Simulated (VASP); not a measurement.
# PbO (P6_3/mmc) in VASP: notebook, part 2 of 2

VASP 6.6.1. The steps go on from the part before.

## (4) Single point, r2SCAN (volume changed by -6%)

Input file POSCAR:

```
PbO
1.0
    3.4936531775      0.0000000000      0.0000000000
   -1.7468265887      3.0255924037      0.0000000000
    0.0000000000      0.0000000000      6.3380295272
Pb O
2 2
Direct
    0.0000000000      0.0000000000      0.0000000000
    0.0000000000      0.0000000000      0.5000000000
    0.3333333333      0.6666666667      0.2500000000
    0.6666666667      0.3333333333      0.7500000000
```

Input file INCAR.step1:

```
SYSTEM = PbO
ALGO = Normal
EDIFF = 1E-4
ENCUT = 520
GGA = PE
ISMEAR = -1
LASPH = .TRUE.
LCHARG = .FALSE.
LREAL = .FALSE.
LWAVE = .TRUE.
NBANDS = 28
NELM = 60
PREC = Accurate
SIGMA = 0.02
```

Input file INCAR.step2:

```
SYSTEM = PbO
ALGO = Normal
EDIFF = 1E-6
ENCUT = 520
ISIF = 2
ISMEAR = -1
ISTART = 1
LASPH = .TRUE.
LCHARG = .TRUE.
LELF = .TRUE.
LMIXTAU = .TRUE.
LREAL = .FALSE.
LVHAR = .TRUE.
LWAVE = .FALSE.
METAGGA = R2SCAN
NBANDS = 28
NELM = 60
PREC = Accurate
SIGMA = 0.02
```

Input file KPOINTS:

```
k-points
0
G
  9 9 4
  0 0 0
```

Potentials or basis: VASP PAW PBE potentials, release 64 (Pb_d, O).

On the command line:

```
$ cat potpaw_PBE.64/Pb_d/POTCAR potpaw_PBE.64/O/POTCAR > POTCAR
$ cp INCAR.step1 INCAR
$ mpirun -np 1 vasp_std > vasp.out
$ cp INCAR.step2 INCAR
$ mpirun -np 1 vasp_std > vasp.out
```

OUTCAR:

```text
SYSTEM = PbO
   EDIFF = 1E-6
   ENCUT = 520
   ISIF = 2
   ISMEAR = -1
   ISTART = 1
   LASPH = .TRUE.
   LREAL = .FALSE.
   METAGGA = R2SCAN
   NELM = 60
   PREC = Accurate

 ion  position               nearest neighbor table
   1  0.000  0.000  0.000-   3 2.56   4 2.56   3 2.56   4 2.56   4 2.56   3 2.56   2 3.17   2 3.17

   2  0.000  0.000  0.500-   3 2.56   4 2.56   3 2.56   4 2.56   4 2.56   3 2.56   1 3.17   1 3.17

   3  0.333  0.667  0.250-   1 2.56   2 2.56   1 2.56   2 2.56   1 2.56   2 2.56
   4  0.667  0.333  0.750-   1 2.56   2 2.56   1 2.56   2 2.56   1 2.56   2 2.56

  LATTYP: Found a hexagonal cell.
 ALAT       =     3.4936531775
 C/A-ratio  =     1.8141553283

  Lattice vectors:

 A1 = (   3.4936531775,   0.0000000000,   0.0000000000)
 A2 = (  -1.7468265887,   3.0255924037,   0.0000000000)
 A3 = (   0.0000000000,   0.0000000000,   6.3380295272)

Analysis of symmetry for initial positions (statically):
=====================================================================
 Subroutine PRICEL returns:
 Original cell was already a primitive cell.

 Routine SETGRP: Setting up the symmetry group for a
 hexagonal supercell.

 Subroutine GETGRP returns: Found 24 space group operations
 (whereof 12 operations were pure point group operations)
 out of a pool of 24 trial point group operations.

The static configuration has the point symmetry D_3d.
 The point group associated with its full space group is D_6h.

Analysis of symmetry for dynamics (positions and initial velocities):
=====================================================================
 Subroutine PRICEL returns:
 Original cell was already a primitive cell.

 Routine SETGRP: Setting up the symmetry group for a
 hexagonal supercell.

 Subroutine GETGRP returns: Found 24 space group operations
 (whereof 12 operations were pure point group operations)
 out of a pool of 24 trial point group operations.

The dynamic configuration has the point symmetry D_3d.
 The point group associated with its full space group is D_6h.

 Subroutine INISYM returns: Found 24 space group operations
 (whereof 12 operations are pure point group operations),
 and found     1 'primitive' translations

----------------------------------------------------------------------------------------

                                     Primitive cell

  volume of cell :      66.9953

  direct lattice vectors                    reciprocal lattice vectors
     3.493653178  0.000000000  0.000000000     0.286233335  0.165256893  0.000000000
    -1.746826589  3.025592404  0.000000000     0.000000000  0.330513786  0.000000000
     0.000000000  0.000000000  6.338029527     0.000000000  0.000000000  0.157777744

  length of vectors
     3.493653178  3.493653177  6.338029527     0.330513786  0.330513786  0.157777744

  position of ions in fractional coordinates (direct lattice)
     0.000000000  0.000000000  0.000000000
     0.000000000  0.000000000  0.500000000
     0.333333333  0.666666667  0.250000000
     0.666666667  0.333333333  0.750000000

  ion indices of the primitive-cell ions
   primitive index   ion index
                 1           1
                 2           2
                 3           3
                 4           4

----------------------------------------------------------------------------------------

 KPOINTS: k-points

Automatic generation of k-mesh.
 Grid dimensions read from file:
 generate k-points for:    9    9    4

 Generating k-lattice:

  Cartesian coordinates                     Fractional coordinates (reciprocal lattice)
     0.031803704  0.018361877  0.000000000     0.111111111  0.000000000  0.000000000
     0.000000000  0.036723754  0.000000000     0.000000000  0.111111111  0.000000000
     0.000000000  0.000000000  0.039444436     0.000000000  0.000000000  0.250000000

  Length of vectors
     0.036723754  0.036723754  0.039444436

  Shift w.r.t. Gamma in fractional coordinates (k-lattice)
     0.000000000  0.000000000  0.000000000

 Subroutine IBZKPT returns following result:
 ===========================================

 Found     36 irreducible k-points:

 Following reciprocal coordinates:
            Coordinates               Weight
  0.000000  0.000000  0.000000      1.000000
  0.111111 -0.000000  0.000000      6.000000
  0.222222 -0.000000  0.000000      6.000000
  0.333333 -0.000000  0.000000      6.000000
  0.444444 -0.000000  0.000000      6.000000
  0.111111  0.111111  0.000000      6.000000
[... 16 lines left out ...]
  0.333333  0.222222  0.250000     24.000000
  0.333333  0.333333  0.250000      4.000000
 [... further k-points ...]
   k-points           NKPTS =     36   k-points in BZ     NKDIM =     36   number of bands    NBANDS=     28
   number of dos      NEDOS =    301   number of ions     NIONS =      4
   total plane-waves  NPLWV =  37632
   dimension x,y,z NGX =    28 NGY =   28 NGZ =   48
   dimension x,y,z NGXF=    56 NGYF=   56 NGZF=   96
   ions per type =               2   2
   NGX,Y,Z   is equivalent  to a cutoff of  13.32, 13.32, 12.59 a.u.
   NGXF,Y,Z  is equivalent  to a cutoff of  26.65, 26.65, 25.18 a.u.
 SYSTEM =  PbO
   PREC   = accura    normal or accurate (medium, high low for compatibility)
   ISTART =      1    job   : 0-new  1-cont  2-samecut
   ICHARG =      0    charge: 1-file 2-atom 10-const
   ISPIN  =      1    spin polarized calculation?
   LNONCOLLINEAR =      F non collinear calculations
   LSORBIT =      F    spin-orbit coupling
   LASPH  =      T    aspherical Exc in radial PAW
   ENCUT  =  520.0 eV  38.22 Ry    6.18 a.u.   6.50  6.50 11.78*2*pi/ulx,y,z
   NELM   =     60;   NELMIN=  2; NELMDL=  0     # of ELM steps
   EDIFF  = 0.1E-05   stopping-criterion for ELM
   LREAL  =      F    real-space projection
   EDIFFG = 0.1E-04   stopping-criterion for IOM
   NSW    =      0    number of steps for IOM
   IBRION =     -1    ionic relax: 0-MD 1-quasi-New 2-CG
   NFREE  =      0    steps in history (QN), initial steepest desc. (CG)
   ISIF   =      2    stress and relaxation
   ISYM   =      2    0-nonsym 1-usesym 2-fastsym
   POTIM  = 0.5000    time-step for ionic-motion
   TEBEG  =    0.0;   TEEND  =   0.0 temperature during run
   PSTRESS=    0.0 pullay stress
   NELECT =      40.0000    total number of electrons
   NUPDOWN=      -1.0000    fix difference up-down
   EMIN   =  10.00;   EMAX   =-10.00  energy-range for DOS
   EFERMI =   0.00;   METHOD = LEGACY
   ISMEAR =    -1;   SIGMA  =   0.02  broadening in eV -4-tet -1-fermi 0-gaus
   EFERMI_NEDOS =   21; number of points for ismear=-14 and -15
   IALGO  =     38    algorithm
   IMIX   =      4    mixing-type and parameters
     AMIX     =   0.40;   BMIX     =  1.00
     AMIX_MAG =   1.60;   BMIX_MAG =  1.00
  volume/ion in A,a.u.               =      16.75       113.03
  Fermi-wavevector in a.u.,A,eV,Ry     =   1.378521  2.605027 25.855420  1.900320
  Thomas-Fermi vector in A             =   2.503575
   LORBIT       =      0    0 simple, 1 ext, 2 COOP (PROOUT), +10 PAW based schemes
   METAGGA = R2SCAN    functional components
   LHFCALC =     F    Hartree Fock is set to
   AEXX    =    0.0000 exact exchange contribution
   IVDW    =     0    specifies the selected vdW correction
   LEPSILON=     F    determine dielectric tensor
   LRPA    =     F    only Hartree local field effects (RPA)
 non-spin polarized calculation
  energy-cutoff  :      520.00
  volume of cell :       67.00
 maximum number of plane-waves:      1847
 NGX is ok and might be reduce to    28
   NGX = 13   NGY = 13   NGZ = 23

 number of electron      39.9999997 magnetization

 Free energy of the ion-electron system (eV)
  ---------------------------------------------------
  ext. energy  EPLUGINS =         0.00000000
  ---------------------------------------------------
  free energy    TOTEN  =      -128.10527015 eV

  energy without entropy =     -128.10440830  energy(sigma->0) =     -128.10483923

 E-fermi :   7.6202     XC(G=0): -11.5913

 val. band max:        7.6001093530   @ k =   0.1111  -0.0000   0.0000
 cond. band min:       7.6402481069   @ k =   0.4444  -0.0000   0.0000
 fundamental gap:      0.0401387539
 Fermi energy:         7.6201810149

 k-point     1 :       0.0000    0.0000    0.0000
  band No.  band energies     occupation
      1     -12.0380      2.00000
      2     -11.3876      2.00000
      3     -10.3762      2.00000
      4     -10.0819      2.00000
      5     -10.0819      2.00000
      6     -10.0316      2.00000
[... 20 lines left out ...]
     27      17.7410      0.00000
[... 691 lines left out ...]
      6      -9.9420      2.00000
[... 20 lines left out ...]
     27      18.4583      0.00000
     28      18.4583      0.00000

 [... further k-points ...]
[... 5 lines left out ...]
  --------------------------------------------------------------------------------------
  -------------------------------------------------------------------------------------
  Total        2.7340173      2.7340173      3.5723691      0.0000000     -0.0000000      0.0000000
  in kB       65.3833805     65.3833805     85.4323668      0.0000000     -0.0000000      0.0000000
  external PRESSURE =      72.0663759 kB  Pullay stress =       0.0000000 kB

 VOLUME and BASIS-vectors are now :
 -----------------------------------------------------------------------------
  energy-cutoff  :      520.00
  volume of cell :       67.00
      direct lattice vectors                 reciprocal lattice vectors
     3.493653178  0.000000000  0.000000000     0.286233335  0.165256893  0.000000000
    -1.746826589  3.025592404  0.000000000     0.000000000  0.330513786  0.000000000
     0.000000000  0.000000000  6.338029527     0.000000000  0.000000000  0.157777744

 POSITION                                       TOTAL-FORCE (eV/Angst)
 -----------------------------------------------------------------------------------
      0.00000      0.00000      0.00000         0.000000      0.000000      0.000000
      0.00000      0.00000      3.16901         0.000000      0.000000      0.000000
     -0.00000      2.01706      1.58451        -0.000000      0.000000      0.000000
      1.74683      1.00853      4.75352         0.000000      0.000000      0.000000
 -----------------------------------------------------------------------------------
    total drift:                                0.000000     -0.000000      0.000000

  FREE ENERGIE OF THE ION-ELECTRON SYSTEM (eV)
  ---------------------------------------------------
  free  energy   TOTEN  =      -128.1052701489 eV

  energy  without entropy=     -128.1044083011  energy(sigma->0) =     -128.10483923
```

Wall time 4.1 min (1 thread of Intel Xeon 6975P-C (Granite Rapids), shared host); peak memory 0.22 GiB.

Results:

```
Free energy            : -128.1053 eV
Pressure               : 7.2 GPa
Band gap on the k mesh : 0.04 eV, indirect (least direct gap 0.46 eV)
```

Stress tensor (GPa, compression positive):
```
6.54 0.00 0.00
0.00 6.54 0.00
0.00 0.00 8.54
```

Levels at points of the mesh, in eV from the valence-band top:
```csv
k point,band 18,band 19,band 20,band 21,band 22,band 23
"(0.00, 0.00, 0.00)",-2.58,-2.58,-0.27,0.28,6.59,6.59
"(0.00, 0.00, 0.50)",-2.81,-2.38,-2.38,3.70,3.70,7.29
```

Caveat: the PAW data sets were made with another functional, which shifts forces and pressure a little; spin-orbit coupling is left out, which moves the levels of the heavy elements. A k mesh can miss the band edges.

## (5) The runs side by side

| level | cell | k mesh | gap on the mesh (eV) | pressure (GPa) |
| --- | --- | --- | --- | --- |
| PBE | a = 3.647, b = 3.647, c = 6.572 Å, angles 90.0, 90.0, 120.0°, 4 atoms | 6 × 6 × 4 | none | -2.5 |
| PBE | a = 3.682, b = 3.682, c = 6.636 Å, angles 90.0, 90.0, 120.0°, 4 atoms | 6 × 6 × 4 | 0.03 | -4.4 |
| r2SCAN | a = 3.494, b = 3.494, c = 6.338 Å, angles 90.0, 90.0, 120.0°, 4 atoms | 9 × 9 × 4 | 0.04 | 7.2 |

Alike in all rows: task single point; potentials or basis VASP PAW PBE potentials, release 64 (Pb_d, O); no spin polarisation; cutoff (eV) 520; smearing fermi-dirac 0.02 eV.

Caveats: spin-orbit coupling is left out, which moves the levels of the heavy elements; the PAW data sets were made with another functional, which shifts forces and pressure a little (some runs).

Total energies depend on the potentials used, so only differences within one code and one set of settings carry meaning.
